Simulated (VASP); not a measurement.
# Fe (Fm-3m) in VASP: single point with PBE

Aim: the single point of Fe with PBE.

Everything below comes from runs of VASP 6.6.1. Logs are shortened: lines on timing, memory, paths and dates and some standing lists are left out, and cuts for length are marked.

## 1. The cell of the first run

The structure is cubic, space group Fm-3m (No. 225). Conventional cell: a = 3.544 Å, b = 3.544 Å, c = 3.544 Å, α = 90.00°, β = 90.00°, γ = 90.00°. Within 3.3 Å of Fe (site symmetry m-3m) lie 12 Fe at 2.51 Å.

This isn't the form of Fe at room conditions, which is bcc.

## 2. Single point, PBE, collinear spin, ferromagnetic start

File INCAR:

```
PREC = Accurate
ENCUT = 690
EDIFF = 1E-6
ISMEAR = -1
SIGMA = 0.1
LREAL = F
LASPH = T
NELM = 200
ALGO = Normal
ISIF = 2
LWAVE = F
LCHARG = F
ISPIN = 2
MAGMOM = 4
LORBIT = 11
LMAXMIX = 4
GGA = PE
NBANDS = 18
GGA_COMPAT = F
```

File KPOINTS:

```
Automatic mesh
0
Gamma
  14 14 14
```

File POSCAR:

```
Fe
1.0
    0.0000000000      1.7720000000      1.7720000000
    1.7720000000      0.0000000000      1.7720000000
    1.7720000000      1.7720000000      0.0000000000
Fe
1
Direct
    0.0000000000      0.0000000000      0.0000000000
```

Potentials or basis: VASP PAW PBE potentials, release 64 (Fe_sv).

Run with:

```sh
cat potpaw_PBE.64/Fe_sv/POTCAR > POTCAR
mpirun -np 1 vasp_std > vasp.out
```

OUTCAR:

```text
PREC = Accurate
   ENCUT = 690
   EDIFF = 1E-6
   ISMEAR = -1
   LREAL = F
   LASPH = T
   NELM = 200
   ISIF = 2
   ISPIN = 2
   LORBIT = 11
   GGA = PE

 ion  position               nearest neighbor table
   1  0.000  0.000  0.000-

  LATTYP: Found a face centered cubic cell.
 ALAT       =     3.5440000000

  Lattice vectors:

 A1 = (   0.0000000000,   1.7720000000,   1.7720000000)
 A2 = (   1.7720000000,   0.0000000000,   1.7720000000)
 A3 = (   1.7720000000,   1.7720000000,   0.0000000000)

Analysis of symmetry for initial positions (statically):
=====================================================================
 Subroutine PRICEL returns:
 Original cell was already a primitive cell.

 Routine SETGRP: Setting up the symmetry group for a
 face centered cubic supercell.

 Subroutine GETGRP returns: Found 48 space group operations
 (whereof 48 operations were pure point group operations)
 out of a pool of 48 trial point group operations.

The static configuration has the point symmetry O_h .

Analysis of symmetry for dynamics (positions and initial velocities):
=====================================================================
 Subroutine PRICEL returns:
 Original cell was already a primitive cell.

 Routine SETGRP: Setting up the symmetry group for a
 face centered cubic supercell.

 Subroutine GETGRP returns: Found 48 space group operations
 (whereof 48 operations were pure point group operations)
 out of a pool of 48 trial point group operations.

The dynamic configuration has the point symmetry O_h .

Analysis of structural, dynamic, and magnetic symmetry:
=====================================================================
 Subroutine PRICEL returns:
 Original cell was already a primitive cell.

 Routine SETGRP: Setting up the symmetry group for a
 face centered cubic supercell.

 Subroutine GETGRP returns: Found 48 space group operations
 (whereof 48 operations were pure point group operations)
 out of a pool of 48 trial point group operations.

The overall configuration has the point symmetry O_h .

 Subroutine INISYM returns: Found 48 space group operations
 (whereof 48 operations are pure point group operations),
 and found     1 'primitive' translations

----------------------------------------------------------------------------------------

                                     Primitive cell

  volume of cell :      11.1281

  direct lattice vectors                    reciprocal lattice vectors
     0.000000000  1.772000000  1.772000000    -0.282167043  0.282167043  0.282167043
     1.772000000  0.000000000  1.772000000     0.282167043 -0.282167043  0.282167043
     1.772000000  1.772000000  0.000000000     0.282167043  0.282167043 -0.282167043

[... 92 lines left out ...]
   NELECT =      16.0000    total number of electrons
   NUPDOWN=      -1.0000    fix difference up-down
   EMIN   =  10.00;   EMAX   =-10.00  energy-range for DOS
   EFERMI =   0.00;   METHOD = LEGACY
   ISMEAR =    -1;   SIGMA  =   0.10  broadening in eV -4-tet -1-fermi 0-gaus
   EFERMI_NEDOS =   21; number of points for ismear=-14 and -15
   IALGO  =     38    algorithm
   IMIX   =      4    mixing-type and parameters
     AMIX     =   0.40;   BMIX     =  1.00
     AMIX_MAG =   1.60;   BMIX_MAG =  1.00
  volume/ion in A,a.u.               =      11.13        75.10
  Fermi-wavevector in a.u.,A,eV,Ry     =   1.847741  3.491724 46.452290  3.414147
  Thomas-Fermi vector in A             =   2.898508
   LORBIT       =     11    0 simple, 1 ext, 2 COOP (PROOUT), +10 PAW based schemes
   GGA     = PE    functional components
   LHFCALC =     F    Hartree Fock is set to
   AEXX    =    0.0000 exact exchange contribution
   IVDW    =     0    specifies the selected vdW correction
   LEPSILON=     F    determine dielectric tensor
   LRPA    =     F    only Hartree local field effects (RPA)
 spin polarized calculation
  energy-cutoff  :      690.00
  volume of cell :       11.13
 maximum number of plane-waves:       471
 NGX is ok and might be reduce to    24
   NGX = 11   NGY = 11   NGZ = 11

 number of electron      15.9999990 magnetization       1.2505259

 Free energy of the ion-electron system (eV)
  ---------------------------------------------------
  ext. energy  EPLUGINS =         0.00000000
  ---------------------------------------------------
  free energy    TOTEN  =        -8.22547705 eV

  energy without entropy =       -8.16930068  energy(sigma->0) =       -8.19738886

 E-fermi :  12.4535     XC(G=0): -13.8706

 val. band max:       12.4525784833   @ k =  -0.2143   0.3571   0.1429
 cond. band min:      12.4557030896   @ k =  -0.2857   0.0714   0.0000
 fundamental gap:      0.0031246063
 Fermi energy:        12.4535046007

 spin component 1

 k-point     1 :       0.0000    0.0000    0.0000
  band No.  band energies     occupation
      1     -75.3198      1.00000
      2     -41.0975      1.00000
      3     -41.0975      1.00000
      4     -41.0975      1.00000
      5       3.8459      1.00000
      6      10.5416      1.00000
[... 493 lines left out ...]
     17      46.4876      0.00000
     18      49.0264      0.00000

 [... further k-points ...]

 spin component 2

 k-point     1 :       0.0000    0.0000    0.0000
  band No.  band energies     occupation
      1     -73.8219      1.00000
      2     -39.6248      1.00000
      3     -39.6248      1.00000
      4     -39.6248      1.00000
      5       3.9578      1.00000
      6      11.4637      0.99995
[... 493 lines left out ...]
     17      46.6723      0.00000
     18      49.1493      0.00000

 [... further k-points ...]
[... 5 lines left out ...]
  --------------------------------------------------------------------------------------
  -------------------------------------------------------------------------------------
  Total       -0.7165501     -0.7165501     -0.7165501      0.0000000     -0.0000000     -0.0000000
  in kB     -103.1658556   -103.1658556   -103.1658556      0.0000000     -0.0000000     -0.0000000
  external PRESSURE =    -103.1658556 kB  Pullay stress =       0.0000000 kB

 VOLUME and BASIS-vectors are now :
 -----------------------------------------------------------------------------
  energy-cutoff  :      690.00
  volume of cell :       11.13
      direct lattice vectors                 reciprocal lattice vectors
     0.000000000  1.772000000  1.772000000    -0.282167043  0.282167043  0.282167043
     1.772000000  0.000000000  1.772000000     0.282167043 -0.282167043  0.282167043
     1.772000000  1.772000000  0.000000000     0.282167043  0.282167043 -0.282167043

 POSITION                                       TOTAL-FORCE (eV/Angst)
 -----------------------------------------------------------------------------------
      0.00000      0.00000      0.00000        -0.000000      0.000000     -0.000000
 -----------------------------------------------------------------------------------
    total drift:                               -0.000000     -0.000000     -0.000000

  FREE ENERGIE OF THE ION-ELECTRON SYSTEM (eV)
  ---------------------------------------------------
  free  energy   TOTEN  =        -8.2254770452 eV

  energy  without entropy=       -8.1693006762  energy(sigma->0) =       -8.19738886

 total charge

# of ion       s       p       d       tot
------------------------------------------
    1        2.191   6.040   5.516  13.747

 magnetization (x)

# of ion       s       p       d       tot
------------------------------------------
    1       -0.001  -0.003   1.250   1.246
```

OSZICAR:

```text
N       E                     dE             d eps       ncg     rms          rms(c)
DAV:   1     0.216982485288E+03    0.21698E+03   -0.10738E+04  7804   0.162E+03
DAV:   2     0.419770299942E+00   -0.21656E+03   -0.20093E+03  7532   0.445E+02
DAV:   3    -0.858123965099E+01   -0.90010E+01   -0.89103E+01  8882   0.110E+02
DAV:   4    -0.870841009384E+01   -0.12717E+00   -0.12715E+00  8668   0.132E+01
DAV:   5    -0.871142931346E+01   -0.30192E-02   -0.30191E-02  8982   0.209E+00    0.157E+01
DAV:   6    -0.824486843789E+01    0.46656E+00   -0.25137E+00  8730   0.447E+01    0.920E+00
DAV:   7    -0.820945355699E+01    0.35415E-01   -0.35756E-01  8850   0.153E+01    0.490E+00
DAV:   8    -0.820794665351E+01    0.15069E-02   -0.48971E-03 10120   0.129E+00    0.117E+00
DAV:   9    -0.820798380059E+01   -0.37147E-04   -0.32154E-03 10638   0.119E+00    0.725E-01
DAV:  10    -0.821316554313E+01   -0.51817E-02   -0.12248E-03 10450   0.685E-01    0.887E-01
DAV:  11    -0.822041796224E+01   -0.72524E-02   -0.17404E-03 10374   0.104E+00    0.691E-01
DAV:  12    -0.822353207840E+01   -0.31141E-02   -0.99405E-03 10502   0.237E+00    0.392E-01
DAV:  13    -0.822382026934E+01   -0.28819E-03   -0.53884E-03  9676   0.187E+00    0.393E-01
DAV:  14    -0.822532410938E+01   -0.15038E-02   -0.64977E-04  9510   0.682E-01    0.117E-01
DAV:  15    -0.822546630920E+01   -0.14220E-03   -0.11041E-04 10902   0.205E-01    0.229E-02
DAV:  16    -0.822547716800E+01   -0.10859E-04   -0.13684E-05 10784   0.544E-02    0.749E-03
DAV:  17    -0.822547704517E+01    0.12283E-06   -0.70394E-07  5962   0.195E-02
   1 F= -.82254770E+01 E0= -.81973889E+01  d E =-.561764E-01  mag=     1.2517
```

Wall time 38 s (1 thread of AMD EPYC 9R45 (Zen 5), shared host); peak memory 0.15 GiB.

Results:

```
Free energy                                           : -8.2255 eV
Pressure                                              : -10.3 GPa
Net moment                                            : 1.25 μB per cell
Site moments                                          : Fe +1.25 μB
Valence electrons inside the program's atomic spheres : Fe 13.75
```

Caveat: the cell stands under tension.
